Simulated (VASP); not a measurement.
Input of a VASP 6.6.1 run:

The input INCAR:

```
  PREC = Accurate
  ENCUT = 520
  EDIFF = 1E-6
  ISMEAR = -1
  SIGMA = 0.05
  LREAL = False
  LASPH = True
  NELM = 60
  ALGO = Normal
  ISIF = 2
  LWAVE = False
  LCHARG = False
  GGA = CA
  NBANDS = 12
```

The input KPOINTS:

```
regular mesh
0
Gamma
  14 14 14
```

File POSCAR:

```
Au
1.0
    2.1449750195      0.0000000000      0.0000000000
    0.0000000000      2.1449750195      0.0000000000
    0.0000000000      0.0000000000      2.1449750195
Au
1
Direct
    0.0000000000      0.0000000000      0.0000000000
```

Potentials or basis: VASP PAW LDA potentials, release 64 (Au).

The run is started by

```bash
$ cat potpaw_LDA.64/Au/POTCAR > POTCAR
$ mpirun -np 1 vasp_std > vasp.out
```

Problem. Estimate the pressure.

Solution. 561.1 GPa.
